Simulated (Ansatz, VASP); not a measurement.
## Two plane-wave programs on MgC2

Contents of INCAR:

```
SYSTEM = MgC2
PREC = Accurate ; ENCUT = 520
EDIFF = 1E-6 ; ISMEAR = 0
SIGMA = 0.01 ; LREAL = .FALSE.
LASPH = .TRUE. ; NELM = 100
ALGO = Normal ; ISIF = 2
LWAVE = .FALSE. ; LCHARG = .FALSE.
GGA = PE ; NBANDS = 19
```

The input KPOINTS:

```
regular mesh
0
G
  5 5 4
  0 0 0
```

The input POSCAR:

```
MgC2
1.0
    3.9507770000      0.0000000000      0.0000000000
    0.0000000000      3.9507770000      0.0000000000
    0.0000000000      0.0000000000      4.9870890000
Mg C
2 4
Direct
    0.5000000000      0.5000000000      0.0000000000
    0.0000000000      0.0000000000      0.5000000000
    0.8876550000      0.8876550000      0.0000000000
    0.6123450000      0.3876550000      0.5000000000
    0.1123450000      0.1123450000      0.0000000000
    0.3876550000      0.6123450000      0.5000000000
```

Input for Ansatz:

```yaml
crystal:
  lattice:
    - [3.950777, 0.0, 0.0]
    - [0.0, 3.950777, 0.0]
    - [0.0, 0.0, 4.987089]
  atoms:
    - { symbol: Mg, position: [0.5, 0.5, 0.0] }
    - { symbol: Mg, position: [0.0, 0.0, 0.5] }
    - { symbol: C, position: [0.887655, 0.887655, 0.0] }
    - { symbol: C, position: [0.612345, 0.387655, 0.5] }
    - { symbol: C, position: [0.112345, 0.112345, 0.0] }
    - { symbol: C, position: [0.387655, 0.612345, 0.5] }
kpoints:
  mp_grid:
    grid: [5, 5, 4]
hamiltonian:
  pseudopotentials:
    kind: paw
scf:
  occupations:
    method: fixed
output:
  band_densities:
    - { bands: [v2, v1] }
    - { bands: [c1, c2] }
```

Alike in both runs: task single point; functional PBE; k mesh 5 × 5 × 4; no spin polarisation.

|  | VASP | Ansatz |
| --- | --- | --- |
| version | VASP 6.6.1 | Ansatz 0.2.0 |
| potentials or method | VASP PAW PBE potentials, release 64 (Mg, C) | plane waves, PAW |
| plane-wave cutoff (eV) | 520 | 420 |
| occupations | gaussian, width 0.01 eV | fixed |
| valence electrons in the cell | 20 | 36 |

|  | VASP | Ansatz | Ansatz less VASP |
| --- | --- | --- | --- |
| gap on the k mesh at the Fermi level (eV) | 2.60 | 2.60 | +0.001 |

VASP's potentials hold 20 valence electrons a cell and Ansatz's 36, so a difference there can come from the potentials and not from the codes.
